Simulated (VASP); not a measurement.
Input of a VASP 6.6.1 run:

INCAR

```
SYSTEM = MgSn6N
PREC = Accurate ; ENCUT = 600
EDIFF = 1E-6 ; ISMEAR = 0
SIGMA = 0.1 ; LREAL = .FALSE.
LASPH = .TRUE. ; NELM = 120
ALGO = Normal ; ISIF = 2
LWAVE = .FALSE. ; LCHARG = .FALSE.
GGA = PE ; NBANDS = 56
GGA_COMPAT = .FALSE.
```

KPOINTS

```
regular mesh
0
G
  10 10 2
  0 0 0
```

File POSCAR:

```
MgSn6N
1.0
    3.1806526951      0.0000000000     -0.0697560011
    0.0000000000      3.1281208515      0.0000000000
   -1.3231380604      0.0000000000     19.7460612714
Mg Sn N
1 6 1
Direct
    0.0000000000      0.5000000000      0.0000000000
    0.2784463475      0.0000000000      0.5755746057
    0.7215536525      0.0000000000      0.4244253943
    0.5669680831      0.0000000000      0.1199205184
    0.4330319169      0.0000000000      0.8800794816
    0.8444711231      0.0000000000      0.7221845694
    0.1555288769      0.0000000000      0.2778154306
    0.5000000000      0.0000000000      0.0000000000
```

Potentials or basis: VASP PAW PBE potentials, release 64 (Mg, Sn_d, N).

Run with:

```sh
$ cat potpaw_PBE.64/Mg/POTCAR potpaw_PBE.64/Sn_d/POTCAR potpaw_PBE.64/N/POTCAR > POTCAR
$ mpirun -np 1 vasp_std > vasp.out
```

(1) What does it give for the pressure?

(2) What does it give for the largest force?

(3) Estimate the band gap on the k mesh.

Answers

(1) -1.5 GPa.

(2) 0.004 eV/Å.

(3) zero (an odd number of electrons rules out a gap without spin polarisation).

Caveat: spin-orbit coupling is left out, which moves the levels of the heavy elements.
